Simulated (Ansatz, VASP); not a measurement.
**One calculation of HfN, two programs**

File POSCAR:

```
HfN
1.0
    0.0000000000      2.2307625000      2.2590000000
    2.2872375000      0.0000000000      2.2590000000
    2.2872375000      2.2307625000      0.0000000000
Hf N
1 1
Direct
    0.0000000000      0.0000000000      0.0000000000
    0.5000000000      0.5000000000      0.5000000000
```

Contents of INCAR.step1:

```
SYSTEM = HfN
  ALGO = Normal
  EDIFF = 1E-4
  ENCUT = 520
  GGA = PE
  ISMEAR = 0
  LASPH = .True.
  LCHARG = .False.
  LREAL = .False.
  LWAVE = .True.
  NBANDS = 14
  NELM = 80
  PREC = Accurate
  SIGMA = 0.15
```

The input INCAR.step2:

```
SYSTEM = HfN
  ALGO = Normal
  EDIFF = 1E-6
  ENCUT = 520
  ISIF = 2
  ISMEAR = 0
  ISTART = 1
  LASPH = .True.
  LCHARG = .False.
  LMIXTAU = .True.
  LREAL = .False.
  LWAVE = .False.
  METAGGA = R2SCAN
  NBANDS = 14
  NELM = 80
  PREC = Accurate
  SIGMA = 0.15
```

Contents of KPOINTS:

```
k-points
0
Gamma
  18 18 18
  0 0 0
```

Input for Ansatz:

```yaml
crystal:
  lattice:
    - [0.0, 2.2307625, 2.259]
    - [2.2872375, 0.0, 2.259]
    - [2.2872375, 2.2307625, 0.0]
  atoms:
    - { symbol: Hf, position: [0.0, 0.0, 0.0] }
    - { symbol: "N", position: [0.5, 0.5, 0.5] }
basis:
  ecutwfc: 500
kpoints:
  mp_grid: { grid: [18, 18, 18] }
hamiltonian:
  xc: r2scan
scf:
  occupations: { method: gaussian, width: 0.15 }
output:
  forces: true
  stress: true
  eigenvalues: true
```

Change from the starting cell: strain +0.0125 x Voigt [1, -1, 0, 0, 0, 0], atoms carried along.

Alike in both runs: task single point; functional r2SCAN; k mesh 18 × 18 × 18; occupations gaussian, width 0.15 eV; no spin polarisation.

|  | VASP | Ansatz |
| --- | --- | --- |
| version | VASP 6.6.1 | Ansatz 0.2.0 |
| potentials or method | VASP PAW PBE potentials, release 64 (Hf_pv, N), cutoff 520 eV | scalar-relativistic, plane waves, PAW |
| valence electrons in the cell | 15 | 31 |

```csv
,VASP,Ansatz,Ansatz less VASP
gap on the k mesh at the Fermi level (eV),none,none,-
pressure (GPa),-0.9,1.8,+2.67
"traceless stress, the component that is largest in VASP (GPa)",6.11,6.23,+0.117
```

VASP's potentials were made for PBE, not for r2SCAN. A gap of «none» marks a metal or a gap that the smearing closes. VASP's potentials hold 15 valence electrons a cell and Ansatz's 31, so a difference there can come from the potentials and not from the codes.

Neither program's run includes spin-orbit coupling.
